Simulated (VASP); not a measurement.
# C (Fd-3m) in VASP: a series of runs

C is run at these levels: PBEsol; tasks: single point, relaxation of cell and atoms.

Program: VASP 6.6.1. These are calculated values, not measurements. Logs are shortened: lines on timing, memory, paths and dates and some standing lists are left out, and cuts for length are marked.

### Step 1. The cell of the first run

It takes space group Fd-3m (No. 227, cubic). The conventional cell has a = 3.554 Å, b = 3.554 Å, c = 3.554 Å, α = 90.00°, β = 90.00°, γ = 90.00°. Within 2.1 Å of C (site symmetry -43m) lie 4 C at 1.54 Å.

### Step 2. Single point, PBEsol

The input, INCAR:

```
ALGO     = Normal         # electronic algorithm
EDIFF    = 1E-6           # SCF threshold, eV
ENCUT    = 600            # plane-wave cutoff, eV
GGA      = PS             # functional
GGA_COMPAT= False        
ISIF     = 2              # what is computed and relaxed
ISMEAR   = 0              # smearing method
LASPH    = True           # aspherical terms in the spheres
LCHARG   = False          # write CHGCAR
LREAL    = False          # projectors in reciprocal space
LWAVE    = False          # write WAVECAR
NBANDS   = 11             # bands
NELM     = 120            # most SCF steps
PREC     = Accurate       # precision mode
SIGMA    = 0.01           # smearing width, eV
```

The input, KPOINTS:

```
k-points
0
Gamma
  10 10 10
```

The input, POSCAR:

```
C
1.0
    0.0000000000      1.7768325705      1.7768325705
    1.7768325705      0.0000000000      1.7768325705
    1.7768325705      1.7768325705      0.0000000000
C
2
Direct
    0.0000000000      0.0000000000      0.0000000000
    0.2500000000      0.2500000000      0.2500000000
```

Potentials or basis: VASP PAW PBE potentials, release 64 (C).

Run with:

```
$ cat potpaw_PBE.64/C/POTCAR > POTCAR
$ mpirun -np 1 vasp_std > vasp.out
```

OUTCAR:

```text
EDIFF = 1E-6
   ENCUT = 600
   GGA = PS
   ISIF = 2
   ISMEAR = 0
   LASPH = True
   LREAL = False
   NELM = 120
   PREC = Accurate

 ion  position               nearest neighbor table
   1  0.000  0.000  0.000-   2 1.54   2 1.54   2 1.54   2 1.54
   2  0.250  0.250  0.250-   1 1.54   1 1.54   1 1.54   1 1.54

  LATTYP: Found a face centered cubic cell.
 ALAT       =     3.5536651410

  Lattice vectors:

 A1 = (   0.0000000000,   1.7768325705,   1.7768325705)
 A2 = (   1.7768325705,   0.0000000000,   1.7768325705)
 A3 = (   1.7768325705,   1.7768325705,   0.0000000000)

Analysis of symmetry for initial positions (statically):
=====================================================================
 Subroutine PRICEL returns:
 Original cell was already a primitive cell.

 Routine SETGRP: Setting up the symmetry group for a
 face centered cubic supercell.

 Subroutine GETGRP returns: Found 48 space group operations
 (whereof 24 operations were pure point group operations)
 out of a pool of 48 trial point group operations.

The static configuration has the point symmetry T_d .
 The point group associated with its full space group is O_h .

Analysis of symmetry for dynamics (positions and initial velocities):
=====================================================================
 Subroutine PRICEL returns:
 Original cell was already a primitive cell.

 Routine SETGRP: Setting up the symmetry group for a
 face centered cubic supercell.

 Subroutine GETGRP returns: Found 48 space group operations
 (whereof 24 operations were pure point group operations)
 out of a pool of 48 trial point group operations.

The dynamic configuration has the point symmetry T_d .
 The point group associated with its full space group is O_h .

 Subroutine INISYM returns: Found 48 space group operations
 (whereof 24 operations are pure point group operations),
 and found     1 'primitive' translations

----------------------------------------------------------------------------------------

                                     Primitive cell

  volume of cell :      11.2194

  direct lattice vectors                    reciprocal lattice vectors
     0.000000000  1.776832571  1.776832571    -0.281399614  0.281399614  0.281399614
     1.776832571  0.000000000  1.776832571     0.281399614 -0.281399614  0.281399614
     1.776832571  1.776832571  0.000000000     0.281399614  0.281399614 -0.281399614

  length of vectors
     2.512820719  2.512820719  2.512820719     0.487398429  0.487398429  0.487398429

  position of ions in fractional coordinates (direct lattice)
     0.000000000  0.000000000  0.000000000
     0.250000000  0.250000000  0.250000000

  ion indices of the primitive-cell ions
   primitive index   ion index
                 1           1
                 2           2

----------------------------------------------------------------------------------------

 KPOINTS: k-points

Automatic generation of k-mesh.
 Grid dimensions read from file:
 generate k-points for:   10   10   10

 Generating k-lattice:

  Cartesian coordinates                     Fractional coordinates (reciprocal lattice)
    -0.028139961  0.028139961  0.028139961     0.100000000  0.000000000  0.000000000
     0.028139961 -0.028139961  0.028139961     0.000000000  0.100000000  0.000000000
     0.028139961  0.028139961 -0.028139961     0.000000000  0.000000000  0.100000000

  Length of vectors
     0.048739843  0.048739843  0.048739843

  Shift w.r.t. Gamma in fractional coordinates (k-lattice)
     0.000000000  0.000000000  0.000000000

 Subroutine IBZKPT returns following result:
 ===========================================

 Found     47 irreducible k-points:

 Following reciprocal coordinates:
            Coordinates               Weight
  0.000000  0.000000  0.000000      1.000000
  0.100000  0.000000  0.000000      8.000000
  0.200000  0.000000  0.000000      8.000000
  0.300000  0.000000  0.000000      8.000000
  0.400000  0.000000  0.000000      8.000000
  0.500000  0.000000  0.000000      4.000000
[... 16 lines left out ...]
  0.300000  0.300000  0.000000      6.000000
  0.400000  0.300000  0.000000     24.000000
 [... further k-points ...]
   k-points           NKPTS =     47   k-points in BZ     NKDIM =     47   number of bands    NBANDS=     11
   number of dos      NEDOS =    301   number of ions     NIONS =      2
   total plane-waves  NPLWV =   8000
   dimension x,y,z NGX =    20 NGY =   20 NGZ =   20
   dimension x,y,z NGXF=    40 NGYF=   40 NGZF=   40
   ions per type =               2
   NGX,Y,Z   is equivalent  to a cutoff of  13.23, 13.23, 13.23 a.u.
   NGXF,Y,Z  is equivalent  to a cutoff of  26.46, 26.46, 26.46 a.u.
 SYSTEM =  unknown system
   PREC   = accura    normal or accurate (medium, high low for compatibility)
   ISTART =      0    job   : 0-new  1-cont  2-samecut
   ICHARG =      2    charge: 1-file 2-atom 10-const
   ISPIN  =      1    spin polarized calculation?
   LNONCOLLINEAR =      F non collinear calculations
   LSORBIT =      F    spin-orbit coupling
   LASPH  =      T    aspherical Exc in radial PAW
   ENCUT  =  600.0 eV  44.10 Ry    6.64 a.u.   5.02  5.02  5.02*2*pi/ulx,y,z
   NELM   =    120;   NELMIN=  2; NELMDL= -5     # of ELM steps
   EDIFF  = 0.1E-05   stopping-criterion for ELM
   LREAL  =      F    real-space projection
   EDIFFG = 0.1E-04   stopping-criterion for IOM
   NSW    =      0    number of steps for IOM
   IBRION =     -1    ionic relax: 0-MD 1-quasi-New 2-CG
   NFREE  =      0    steps in history (QN), initial steepest desc. (CG)
   ISIF   =      2    stress and relaxation
   ISYM   =      2    0-nonsym 1-usesym 2-fastsym
   POTIM  = 0.5000    time-step for ionic-motion
   TEBEG  =    0.0;   TEEND  =   0.0 temperature during run
   PSTRESS=    0.0 pullay stress
   NELECT =       8.0000    total number of electrons
   NUPDOWN=      -1.0000    fix difference up-down
   EMIN   =  10.00;   EMAX   =-10.00  energy-range for DOS
   EFERMI =   0.00;   METHOD = LEGACY
   ISMEAR =     0;   SIGMA  =   0.01  broadening in eV -4-tet -1-fermi 0-gaus
   EFERMI_NEDOS =   21; number of points for ismear=-14 and -15
   IALGO  =     38    algorithm
   IMIX   =      4    mixing-type and parameters
     AMIX     =   0.40;   BMIX     =  1.00
     AMIX_MAG =   1.60;   BMIX_MAG =  1.00
  volume/ion in A,a.u.               =       5.61        37.86
  Fermi-wavevector in a.u.,A,eV,Ry     =   1.462564  2.763846 29.104148  2.139095
  Thomas-Fermi vector in A             =   2.578763
   LORBIT       =      0    0 simple, 1 ext, 2 COOP (PROOUT), +10 PAW based schemes
   GGA     = PS    functional components
   LHFCALC =     F    Hartree Fock is set to
   AEXX    =    0.0000 exact exchange contribution
   IVDW    =     0    specifies the selected vdW correction
   LEPSILON=     F    determine dielectric tensor
   LRPA    =     F    only Hartree local field effects (RPA)
 non-spin polarized calculation
 Gauss-broadening in eV      SIGMA  =   0.01
  energy-cutoff  :      600.00
  volume of cell :       11.22
 maximum number of plane-waves:       388
   NGX =  9   NGY =  9   NGZ =  9

 number of electron       7.9999999 magnetization

 Free energy of the ion-electron system (eV)
  ---------------------------------------------------
  ext. energy  EPLUGINS =         0.00000000
  ---------------------------------------------------
  free energy    TOTEN  =       -19.25414834 eV

  energy without entropy =      -19.25414834  energy(sigma->0) =      -19.25414834

 E-fermi :   9.9632     XC(G=0): -13.4872

 val. band max:        9.8680794981   @ k =   0.0000   0.0000   0.0000
 cond. band min:      13.9278427706   @ k =   0.4000   0.4000   0.0000
 fundamental gap:      4.0597632725
 Fermi energy:         9.9631886949

 k-point     1 :       0.0000    0.0000    0.0000
  band No.  band energies     occupation
      1     -11.8019      2.00000
      2       9.8681      2.00000
      3       9.8681      2.00000
      4       9.8681      2.00000
      5      15.4378      0.00000
      6      15.4378      0.00000
      7      15.4378      0.00000
      8      23.4881      0.00000
      9      28.9689      0.00000
     10      36.4592      0.00000
     11      36.4592      0.00000

 k-point     2 :       0.1000    0.0000    0.0000
  band No.  band energies     occupation
      1     -11.5224      2.00000
      2       8.1664      2.00000
      3       9.4120      2.00000
      4       9.4120      2.00000
      5      16.0352      0.00000
      6      16.0352      0.00000
      7      16.4055      0.00000
      8      23.6973      0.00000
      9      29.4237      0.00000
     10      33.8038      0.00000
     11      33.8038      0.00000

 k-point     3 :       0.2000    0.0000    0.0000
  band No.  band energies     occupation
      1     -10.6883      2.00000
      2       4.9225      2.00000
      3       8.5218      2.00000
      4       8.5218      2.00000
      5      17.1784      0.00000
      6      17.1784      0.00000
      7      17.6557      0.00000
      8      24.2694      0.00000
      9      30.2092      0.00000
     10      32.2700      0.00000
     11      32.2700      0.00000

 k-point     4 :       0.3000    0.0000    0.0000
  band No.  band energies     occupation
      1      -9.3187      2.00000
      2       1.4845      2.00000
      3       7.7215      2.00000
      4       7.7215      2.00000
      5      17.9948      0.00000
      6      17.9948      0.00000
      7      18.3934      0.00000
      8      24.9460      0.00000
      9      30.5795      0.00000
     10      32.5510      0.00000
     11      32.5510      0.00000

 k-point     5 :       0.4000    0.0000    0.0000
  band No.  band energies     occupation
      1      -7.4793      2.00000
      2      -1.6907      2.00000
      3       7.2046      2.00000
      4       7.2046      2.00000
      5      18.2679      0.00000
      6      18.2679      0.00000
      7      18.7501      0.00000
      8      25.3569      0.00000
      9      31.1120      0.00000
     10      34.3579      0.00000
     11      34.3580      0.00000
[... 211 lines left out ...]
 k-point    21 :      -0.3000    0.2000    0.0000
  band No.  band energies     occupation
      1      -7.1984      2.00000
      2       0.0797      2.00000
      3       3.1788      2.00000
      4       6.8281      2.00000
      5      17.8020      0.00000
      6      19.7254      0.00000
      7      21.6655      0.00000
      8      24.3940      0.00000
      9      29.5364      0.00000
     10      30.9224      0.00000
     11      34.6109      0.00000

 k-point    22 :      -0.2000    0.2000    0.0000
  band No.  band energies     occupation
      1      -8.8660      2.00000
      2       2.8337      2.00000
      3       3.7509      2.00000
      4       7.8537      2.00000
      5      18.3701      0.00000
      6      18.4586      0.00000
      7      20.3923      0.00000
      8      23.6107      0.00000
      9      29.7877      0.00000
     10      30.7256      0.00000
     11      33.8432      0.00000

 k-point    23 :       0.3000    0.3000    0.0000
  band No.  band energies     occupation
      1      -8.4955      2.00000
      2       3.7792      2.00000
      3       4.8946      2.00000
      4       4.8946      2.00000
      5      14.0197      0.00000
      6      18.4185      0.00000
      7      23.0499      0.00000
      8      23.0499      0.00000
      9      30.8267      0.00000
     10      32.6358      0.00000
     11      40.7023      0.00000

 k-point    24 :       0.4000    0.3000    0.0000
  band No.  band energies     occupation
      1      -7.1611      2.00000
      2       1.7793      2.00000
      3       3.7778      2.00000
      4       4.4178      2.00000
      5      14.5720      0.00000
      6      17.7573      0.00000
      7      24.0444      0.00000
      8      24.1149      0.00000
      9      31.7222      0.00000
     10      32.7090      0.00000
     11      40.6589      0.00000

 [... further k-points ...]
[... 5 lines left out ...]
  --------------------------------------------------------------------------------------
  -------------------------------------------------------------------------------------
  Total        0.0346612      0.0346612      0.0346612      0.0000000      0.0000000     -0.0000000
  in kB        4.9497650      4.9497650      4.9497650      0.0000000      0.0000000     -0.0000000
  external PRESSURE =       4.9497650 kB  Pullay stress =       0.0000000 kB

 VOLUME and BASIS-vectors are now :
 -----------------------------------------------------------------------------
  energy-cutoff  :      600.00
  volume of cell :       11.22
      direct lattice vectors                 reciprocal lattice vectors
     0.000000000  1.776832571  1.776832571    -0.281399614  0.281399614  0.281399614
     1.776832571  0.000000000  1.776832571     0.281399614 -0.281399614  0.281399614
     1.776832571  1.776832571  0.000000000     0.281399614  0.281399614 -0.281399614

 POSITION                                       TOTAL-FORCE (eV/Angst)
 -----------------------------------------------------------------------------------
      0.00000      0.00000      0.00000        -0.000000     -0.000000     -0.000000
      0.88842      0.88842      0.88842         0.000000      0.000000      0.000000
 -----------------------------------------------------------------------------------
    total drift:                                0.000000      0.000000      0.000000

  FREE ENERGIE OF THE ION-ELECTRON SYSTEM (eV)
  ---------------------------------------------------
  free  energy   TOTEN  =       -19.2541483376 eV

  energy  without entropy=      -19.2541483376  energy(sigma->0) =      -19.25414834
```

Wall time 6.9 s (1 thread of Intel Xeon 8259CL, shared host); peak memory 0.12 GiB.

Results:

- Free energy: -19.2541 eV
- Pressure: 0.5 GPa
- Band gap on the k mesh: 4.06 eV, indirect (least direct gap 5.57 eV)

Caveat: the PAW data sets were made with another functional, which shifts forces and pressure a little. A k mesh can miss the band edges.

[end of part 1 of 2]
